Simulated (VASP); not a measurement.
Crystal: ScSi2.

```xyz
3
Lattice="3.6600 0.0000 0.0000 -1.8300 3.1697 0.0000 0.0000 0.0000 3.8700" Properties=species:S:1:pos:R:3 pbc="T T T"
Sc    0.0000    0.0000    0.0000
Si    0.0000    2.1131    1.9350
Si    1.8300    1.0566    1.9350
```

```yaml
Program: VASP 6.6.1
Task: relaxation of cell and atoms
Functional: PBE
Potentials_or_basis: VASP PAW PBE potentials, release 64 (Sc_sv, Si)
Cutoff: 600 eV
k_mesh: 14 × 14 × 11
Occupations: fermi-dirac, width 0.05 eV
Spin: no spin polarisation
```

At the start: pressure 25.4 GPa; volume 14.97 Å³/atom.

Task: How do energy, volume and symmetry change on relaxing?

Result: Over 9 steps the energy falls by 287.7 meV/atom and the volume is 17.01 Å³/atom (+13.7 %); space group P6/mmm (No. 191, to 0.05 Å).

Step by step:
```csv
step,energy change (eV),largest force (eV/Å),pressure (GPa),volume (Å³)
1,0.0000,0.0000,25.37,44.90
2,-0.4165,0.0000,-11.36,61.66
3,-0.7879,0.0000,-2.49,53.39
4,-0.7882,0.0000,-2.18,53.21
5,-0.8430,0.0000,-0.74,51.90
6,-0.8610,0.0000,0.65,50.78
7,-0.8613,0.0000,0.88,50.61
8,-0.8627,0.0000,-0.38,51.20
9,-0.8630,0.0000,-0.01,51.03
```

Final structure:
```
CELL_PARAMETERS angstrom
4.02925 0.00000 0.00000
-2.01462 3.48943 0.00000
0.00000 0.00000 3.62936
ATOMIC_POSITIONS crystal
Sc 0.00000 0.00000 0.00000
Si 0.33333 0.66667 0.50000
Si 0.66667 0.33333 0.50000
```

Caveat: the volume moved by +14 % from the deposited cell, more than functionals usually miss.
